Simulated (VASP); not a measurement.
# V2SiN2 in VASP: further runs

The runs below take V2SiN2 through single point, with PBE.

Program: VASP 6.6.1. These are calculated values, not measurements. Logs are shortened: lines on timing, memory, paths and dates and some standing lists are left out, and cuts for length are marked.

### Step 1. The cell of the first run

The structure is hexagonal, space group P-6m2 (No. 187). The conventional cell has a = 4.118 Å, b = 4.118 Å, c = 3.839 Å, α = 90.00°, β = 90.00°, γ = 120.00°. Within 2.5 Å of V (site symmetry -6m2) lie 5 N at 1.92 to 2.38 Å. Within 2.5 Å of V (site symmetry -6m2) lie 5 N at 1.92 to 2.38 Å and 3 Si at 2.38 Å. Within 3.1 Å of Si (site symmetry -6m2) lie 9 V at 2.38 to 3.06 Å and 9 N at 2.38 to 3.06 Å. N (site symmetry -6m2) has 5 V at 1.92 to 2.38 Å and 3 Si at 2.38 Å within 2.5 Å. Within 2.5 Å of N (site symmetry -6m2) lie 5 V at 1.92 to 2.38 Å.

The cell was generated, and may not be a known phase.

### Step 2. Single point, PBE

Contents of INCAR:

```
SYSTEM = V2SiN2
  PREC = Accurate
  ENCUT = 520
  EDIFF = 1E-7
  ISMEAR = 0
  SIGMA = 0.1
  LREAL = .FALSE.
  LASPH = .TRUE.
  NELM = 60
  ALGO = Normal
  ISIF = 2
  LWAVE = .FALSE.
  LCHARG = .FALSE.
  GGA = PE
  NBANDS = 28
```

Contents of KPOINTS:

```
regular mesh
0
G
  12 12 10
  0 0 0
```

Contents of POSCAR:

```
V2SiN2
1.0
    4.1177075691      0.0000000000      0.0000000000
   -2.0588537846      3.5660393602      0.0000000000
    0.0000000000      0.0000000000      3.8393571542
V Si N
2 1 2
Direct
    0.3333333333      0.6666666667      0.0000000000
    0.6666666667      0.3333333333      0.5000000000
    0.0000000000      0.0000000000      0.5000000000
    0.3333333333      0.6666666667      0.5000000000
    0.6666666667      0.3333333333      0.0000000000
```

Potentials or basis: VASP PAW PBE potentials, release 64 (V_sv, Si, N).

Launch:

```
$ cat potpaw_PBE.64/V_sv/POTCAR potpaw_PBE.64/Si/POTCAR potpaw_PBE.64/N/POTCAR > POTCAR
$ mpirun -np 1 vasp_std > vasp.out
```

OUTCAR:

```text
SYSTEM = V2SiN2
   PREC = Accurate
   ENCUT = 520
   EDIFF = 1E-7
   ISMEAR = 0
   LREAL = .FALSE.
   LASPH = .TRUE.
   NELM = 60
   ISIF = 2
   GGA = PE

 ion  position               nearest neighbor table
   1  0.333  0.667  0.000-   4 1.92   4 1.92
   2  0.667  0.333  0.500-   5 1.92   5 1.92   3 2.38   3 2.38   3 2.38
   3  0.000  0.000  0.500-   2 2.38   4 2.38   2 2.38   4 2.38   2 2.38   4 2.38
   4  0.333  0.667  0.500-   1 1.92   1 1.92   3 2.38   3 2.38   3 2.38
   5  0.667  0.333  0.000-   2 1.92   2 1.92

  LATTYP: Found a hexagonal cell.
 ALAT       =     4.1177075691
 C/A-ratio  =     0.9324016069

  Lattice vectors:

 A1 = (   4.1177075691,   0.0000000000,   0.0000000000)
 A2 = (  -2.0588537846,   3.5660393602,   0.0000000000)
 A3 = (   0.0000000000,   0.0000000000,   3.8393571542)

Analysis of symmetry for initial positions (statically):
=====================================================================
 Subroutine PRICEL returns:
 Original cell was already a primitive cell.

 Routine SETGRP: Setting up the symmetry group for a
 hexagonal supercell.

 Subroutine GETGRP returns: Found 12 space group operations
 (whereof 12 operations were pure point group operations)
 out of a pool of 24 trial point group operations.

The static configuration has the point symmetry D_3h.

Analysis of symmetry for dynamics (positions and initial velocities):
=====================================================================
 Subroutine PRICEL returns:
 Original cell was already a primitive cell.

 Routine SETGRP: Setting up the symmetry group for a
 hexagonal supercell.

 Subroutine GETGRP returns: Found 12 space group operations
 (whereof 12 operations were pure point group operations)
 out of a pool of 24 trial point group operations.

The dynamic configuration has the point symmetry D_3h.

 Subroutine INISYM returns: Found 12 space group operations
 (whereof 12 operations are pure point group operations),
 and found     1 'primitive' translations

----------------------------------------------------------------------------------------

                                     Primitive cell

  volume of cell :      56.3768

[... 90 lines left out ...]
   LSORBIT =      F    spin-orbit coupling
   LASPH  =      T    aspherical Exc in radial PAW
   ENCUT  =  520.0 eV  38.22 Ry    6.18 a.u.   7.66  7.66  7.14*2*pi/ulx,y,z
   NELM   =     60;   NELMIN=  2; NELMDL= -5     # of ELM steps
   EDIFF  = 0.1E-06   stopping-criterion for ELM
   LREAL  =      F    real-space projection
   EDIFFG = 0.1E-05   stopping-criterion for IOM
   NSW    =      0    number of steps for IOM
   IBRION =     -1    ionic relax: 0-MD 1-quasi-New 2-CG
   NFREE  =      0    steps in history (QN), initial steepest desc. (CG)
   ISIF   =      2    stress and relaxation
   ISYM   =      2    0-nonsym 1-usesym 2-fastsym
   POTIM  = 0.5000    time-step for ionic-motion
   TEBEG  =    0.0;   TEEND  =   0.0 temperature during run
   PSTRESS=    0.0 pullay stress
   NELECT =      40.0000    total number of electrons
   NUPDOWN=      -1.0000    fix difference up-down
   EMIN   =  10.00;   EMAX   =-10.00  energy-range for DOS
   EFERMI =   0.00;   METHOD = LEGACY
   ISMEAR =     0;   SIGMA  =   0.10  broadening in eV -4-tet -1-fermi 0-gaus
   EFERMI_NEDOS =   21; number of points for ismear=-14 and -15
   IALGO  =     38    algorithm
   IMIX   =      4    mixing-type and parameters
     AMIX     =   0.40;   BMIX     =  1.00
     AMIX_MAG =   1.60;   BMIX_MAG =  1.00
  volume/ion in A,a.u.               =      11.28        76.09
  Fermi-wavevector in a.u.,A,eV,Ry     =   1.460141  2.759266 29.007779  2.132012
  Thomas-Fermi vector in A             =   2.576625
   LORBIT       =      0    0 simple, 1 ext, 2 COOP (PROOUT), +10 PAW based schemes
   GGA     = PE    functional components
   LHFCALC =     F    Hartree Fock is set to
   AEXX    =    0.0000 exact exchange contribution
   IVDW    =     0    specifies the selected vdW correction
   LEPSILON=     F    determine dielectric tensor
   LRPA    =     F    only Hartree local field effects (RPA)
 non-spin polarized calculation
 Gauss-broadening in eV      SIGMA  =   0.10
  energy-cutoff  :      520.00
  volume of cell :       56.38
 maximum number of plane-waves:      1538
 NGX is ok and might be reduce to    32
   NGX = 15   NGY = 15   NGZ = 15

 number of electron      40.0000008 magnetization

 Free energy of the ion-electron system (eV)
  ---------------------------------------------------
  ext. energy  EPLUGINS =         0.00000000
  ---------------------------------------------------
  free energy    TOTEN  =       -39.64405188 eV

  energy without entropy =      -39.62426542  energy(sigma->0) =      -39.63415865

 E-fermi :   9.1590     XC(G=0): -12.1374

 val. band max:        9.1587896954   @ k =   0.4167   0.1667   0.3000
 cond. band min:       9.1634659814   @ k =   0.4167  -0.0000   0.4000
 fundamental gap:      0.0046762860
 Fermi energy:         9.1589732680

 k-point     1 :       0.0000    0.0000    0.0000
  band No.  band energies     occupation
      1     -56.0439      2.00000
      2     -55.2394      2.00000
      3     -29.9364      2.00000
      4     -29.8725      2.00000
      5     -29.8725      2.00000
      6     -29.4351      2.00000
[... 733 lines left out ...]
     27      11.7210      0.00000
     28      12.5020      0.00000

 [... further k-points ...]

------------------------ aborting loop because EDIFF is reached ----------------------------------------

  FORCE on cell =-STRESS in cart. coord.  units (eV):
  Direction    XX          YY          ZZ          XY          YZ          ZX
  --------------------------------------------------------------------------------------
  -------------------------------------------------------------------------------------
  Total        0.0234036      0.0234036      0.2462773     -0.0000000      0.0000000      0.0000000
  in kB        0.6651097      0.6651097      6.9989799     -0.0000000      0.0000000      0.0000000
  external PRESSURE =       2.7763998 kB  Pullay stress =       0.0000000 kB

 VOLUME and BASIS-vectors are now :
 -----------------------------------------------------------------------------
  energy-cutoff  :      520.00
  volume of cell :       56.38
      direct lattice vectors                 reciprocal lattice vectors
     4.117707569  0.000000000  0.000000000     0.242853574  0.140211576  0.000000000
    -2.058853785  3.566039360  0.000000000     0.000000000  0.280423153  0.000000000
     0.000000000  0.000000000  3.839357154     0.000000000  0.000000000  0.260460270

 POSITION                                       TOTAL-FORCE (eV/Angst)
 -----------------------------------------------------------------------------------
     -0.00000      2.37736      0.00000         0.000000     -0.000000      0.000000
      2.05885      1.18868      1.91968         0.000000      0.000000      0.000000
      0.00000      0.00000      1.91968         0.000000     -0.000000      0.000000
     -0.00000      2.37736      1.91968         0.000000     -0.000000      0.000000
      2.05885      1.18868      0.00000        -0.000000     -0.000000      0.000000
 -----------------------------------------------------------------------------------
    total drift:                                0.000000     -0.000000     -0.000000

  FREE ENERGIE OF THE ION-ELECTRON SYSTEM (eV)
  ---------------------------------------------------
  free  energy   TOTEN  =       -39.6440518800 eV

  energy  without entropy=      -39.6242654228  energy(sigma->0) =      -39.63415865
```

OSZICAR:

```text
N       E                     dE             d eps       ncg     rms          rms(c)
DAV:   1     0.481981422700E+03    0.48198E+03   -0.23162E+04  6496   0.152E+03
DAV:   2    -0.979674330512E+01   -0.49178E+03   -0.47722E+03  6548   0.478E+02
DAV:   3    -0.509418819176E+02   -0.41145E+02   -0.39846E+02  8312   0.130E+02
DAV:   4    -0.521352948983E+02   -0.11934E+01   -0.11867E+01  7568   0.215E+01
[... 10 lines left out ...]
DAV:  15    -0.396440521723E+02    0.27540E-04   -0.21967E-04  7676   0.845E-02    0.144E-02
DAV:  16    -0.396440525967E+02   -0.42443E-06   -0.17518E-05  7868   0.236E-02    0.582E-03
DAV:  17    -0.396440520429E+02    0.55375E-06   -0.21743E-06  7516   0.996E-03    0.155E-03
DAV:  18    -0.396440519192E+02    0.12375E-06   -0.29181E-07  4668   0.364E-03    0.930E-04
DAV:  19    -0.396440518800E+02    0.39156E-07   -0.35038E-08  3404   0.129E-03
   1 F= -.39644052E+02 E0= -.39634159E+02  d E =-.197865E-01
```

It took 5.3 min on 1 thread of Intel Xeon 8259CL, shared host; peak memory 0.29 GiB.

What came out:

```yaml
Free_energy: -39.6441 eV
Pressure: 0.3 GPa
Band_gap_on_the_k_mesh: zero (bands 20 and 21 overlap by 1.20 eV)
```

Caveat: the run has no spin polarisation, though such a crystal can be magnetic.

### Step 3. Single point, PBE, collinear spin, antiferromagnetic start

This run uses another cell than the first one, of 11.21 Å³/atom.

Contents of INCAR:

```
SYSTEM = V2SiN2
PREC = Accurate
ENCUT = 520
EDIFF = 1E-6
ISMEAR = 0
SIGMA = 0.1
LREAL = .False.
LASPH = .True.
NELM = 150
ALGO = Normal
ISIF = 2
LWAVE = .False.
LCHARG = .False.
ISPIN = 2
MAGMOM = 2 -2 0 0 0
LORBIT = 11
LMAXMIX = 4
GGA = PE
NBANDS = 32
```

Contents of KPOINTS:

```
Automatic mesh
0
Gamma
  6 6 6
  0 0 0
```

Contents of POSCAR:

```
V2SiN2
1.0
    4.1004629595     -0.0000000029      0.0000000000
   -2.0502314772      3.5511050917      0.0000000000
    0.0000000000      0.0000000000      3.8508857201
V Si N
2 1 2
Direct
    0.3333333333      0.6666666667      0.3002568541
    0.6666666667      0.3333333333      0.7998090969
    0.0000000000      0.0000000000     -0.2002021023
    0.3333333333      0.6666666667      0.8002052568
    0.6666666667      0.3333333333      0.2999308945
```

Potentials or basis: VASP PAW PBE potentials, release 64 (V_sv, Si, N).

Launch:

```
$ cat potpaw_PBE.64/V_sv/POTCAR potpaw_PBE.64/Si/POTCAR potpaw_PBE.64/N/POTCAR > POTCAR
$ mpirun -np 1 vasp_std > vasp.out
```

Run time: 4.3 min. Hardware: 1 thread of Intel Xeon 8259CL, shared host; peak memory 0.25 GiB.

Results (log left out):

```
Free energy                                           : -39.6486 eV
Pressure                                              : 0.3 GPa
Band gap on the k mesh                                : zero (filled and empty bands overlap)
Net moment                                            : 0.00 μB per cell
Valence electrons inside the program's atomic spheres : V 11.44, 11.81; Si 1.67; N 3.66, 3.64
```

Stress tensor (GPa, compression positive):
```
0.03 0.00 0.00
0.00 0.03 0.00
0.00 0.00 0.86
```

Levels at points of the mesh, in eV from the Fermi level:
Spin up:
| k point | band 18 | band 19 | band 20 | band 21 | band 22 | band 23 |
| --- | --- | --- | --- | --- | --- | --- |
| (0.00, 0.00, 0.00) | -1.13 | -1.13 | 0.42 | 0.42 | 0.69 | 0.69 |
| (0.50, 0.00, 0.00) | -1.69 | -1.32 | -0.92 | 0.12 | 0.70 | 0.76 |
| (0.00, 0.00, 0.50) | -1.96 | -0.48 | -0.48 | 0.71 | 0.71 | 1.80 |
| (0.50, 0.00, 0.50) | -1.33 | -0.99 | -0.07 | 0.57 | 1.44 | 1.46 |
Spin down:
| k point | band 17 | band 18 | band 19 | band 20 | band 21 | band 22 | band 23 | band 24 |
| --- | --- | --- | --- | --- | --- | --- | --- | --- |
| (0.00, 0.00, 0.00) | -1.79 | -1.13 | -1.13 | 0.42 | 0.42 | 0.69 | 0.69 | 1.48 |
| (0.50, 0.00, 0.00) | -2.67 | -1.68 | -1.32 | -0.92 | 0.12 | 0.70 | 0.76 | 0.84 |
| (0.00, 0.00, 0.50) | -4.92 | -1.96 | -0.48 | -0.48 | 0.71 | 0.71 | 1.80 | 1.80 |
| (0.50, 0.00, 0.50) | -3.34 | -1.33 | -0.99 | -0.07 | 0.57 | 1.44 | 1.46 | 1.56 |

Caveat: the moments typed at the start vanished in this run.

The gap in the log of VASP goes by the Fermi energy; the results here count the filled bands.